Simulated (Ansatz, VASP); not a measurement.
**ZnBH6 in VASP and in Ansatz**

```
CELL_PARAMETERS angstrom
0.00000 3.13222 3.13222
3.13222 0.00000 3.13222
3.13222 3.13222 0.00000
ATOMIC_POSITIONS crystal
Zn 0.00000 0.00000 0.00000
B 0.50000 0.50000 0.50000
H 0.71766 0.28234 0.28234
H 0.28234 0.71766 0.71766
H 0.28234 0.71766 0.28234
H 0.71766 0.28234 0.71766
H 0.28234 0.28234 0.71766
H 0.71766 0.71766 0.28234
```

Alike in both runs: functional PBE; k mesh 10 × 10 × 10; occupations gaussian, width 0.1 eV; no spin polarisation.

Ansatz relaxed the structure, and its values are those at the end. VASP's run is a single point on that final structure, the one shown.

|  | VASP | Ansatz |
| --- | --- | --- |
| version | VASP 6.6.1 | Ansatz 0.2.0 |
| potentials or method | VASP PAW PBE potentials, release 64 (Zn, B, H), cutoff 520 eV | scalar-relativistic, plane waves, PAW |
| valence electrons in the cell | 21 | 21 |

|  | VASP | Ansatz | Ansatz less VASP |
| --- | --- | --- | --- |
| gap on the k mesh at the Fermi level (eV) | none | none | - |
| pressure (GPa) | 0.0 | 0.0 | -0.02 |
| rms of the force components (eV/Å) | 0.006 | 0.000 | -0.0061 |

A gap of «none» marks a metal or a gap that the smearing closes. With one functional, cell and mesh, what is left measures potentials, basis and numerics.
